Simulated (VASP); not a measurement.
Wanted: the native input for a VASP 6.6.1 run.

- Task: single point
- Functional: PBE
- Potentials or basis: VASP PAW PBE potentials, release 64 (Cd, S)
- Cutoff: 500 eV
- k mesh: 6 × 6 × 6
- Occupations: gaussian, width 0.02 eV
- Spin: no spin polarisation
- Dipole correction: no
- Further INCAR settings: ALGO = Normal; EDIFF = 1e-06; NBANDS = 16

The structure of CdS lies in POSCAR:

```
CdS
1.0
    0.0097216667      2.9213608333      2.9213608333
    2.9213608333      0.0097216667      2.9213608333
    2.9213608333      2.9213608333      0.0097216667
Cd S
1 1
Direct
    0.0000000000      0.0000000000      0.0000000000
    0.2500000000      0.2500000000      0.2500000000
```

One way to write it, as run:

INCAR

```
ALGO     = Normal         # electronic algorithm
EDIFF    = 1E-6           # SCF threshold, eV
ENCUT    = 500            # plane-wave cutoff, eV
GGA      = PE             # functional
GGA_COMPAT= F            
ISIF     = 2              # what is computed and relaxed
ISMEAR   = 0              # smearing method
LASPH    = T              # aspherical terms in the spheres
LCHARG   = T              # write CHGCAR
LELF     = T              # ELF
LREAL    = F              # projectors in reciprocal space
LVHAR    = T            
LWAVE    = F              # write WAVECAR
NBANDS   = 16             # bands
NELM     = 120            # most SCF steps
PREC     = Accurate       # precision mode
SIGMA    = 0.02           # smearing width, eV
```

KPOINTS

```
k-points
0
Gamma
  6 6 6
```

Potentials or basis: VASP PAW PBE potentials, release 64 (Cd, S).

Run with:

```sh
$ cat potpaw_PBE.64/Cd/POTCAR potpaw_PBE.64/S/POTCAR > POTCAR
$ mpirun -np 1 vasp_std > vasp.out
```

It gave:

```yaml
Pressure: 3.2 GPa
Largest_force: 0.041 eV/Å
Band_gap_on_the_k_mesh: 1.14 eV
```

Caveat: the cell stands under pressure.

Wall time 15 s on 1 thread of Intel(R) Xeon(R) 6975P-C (Granite Rapids) (shared host), peak memory 0.17 GiB.
